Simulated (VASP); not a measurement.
A run of VASP 6.6.1:

The input INCAR:

```
ALGO = Fast ; EDIFF = 1E-6
ENCUT = 520 ; GGA = PE
ISIF = 2 ; ISMEAR = 0
LASPH = T ; LCHARG = F
LREAL = F ; LWAVE = F
NBANDS = 66 ; NELM = 100
PREC = Accurate ; SIGMA = 0.15
```

File KPOINTS:

```
k-points
0
Gamma
  15 15 4
```

The input POSCAR:

```
Ge
1.0
    4.0933312841      0.0000000000      0.0000000000
   -2.0466656421      3.5449288781      0.0000000000
    0.0000000000      0.0000000000     13.1580134127
Ge
8
Direct
    0.0000000000      0.0000000000      0.4039628952
    0.0000000000      0.0000000000      0.5960371048
    0.0000000000      0.0000000000      0.9039628952
    0.0000000000      0.0000000000      0.0960371048
    0.3333333333      0.6666666667      0.3442031336
    0.6666666667      0.3333333333      0.6557968664
    0.6666666667      0.3333333333      0.8442031336
    0.3333333333      0.6666666667      0.1557968664
```

Potentials or basis: VASP PAW PBE potentials, release 64 (Ge_d).

Launch:

```console
$ cat potpaw_PBE.64/Ge_d/POTCAR > POTCAR
$ mpirun -np 1 vasp_std > vasp.out
```

Hardware: 1 thread of Oxide Virtual Turin-like Processor, with other jobs on the host.

Q: How long does it take, and how much memory?

A: Run time: 17 min on 1 thread of Oxide Virtual Turin-like Processor, on a shared host, peak memory 0.7 GiB. Counts: scf iterations 14, k points 81.
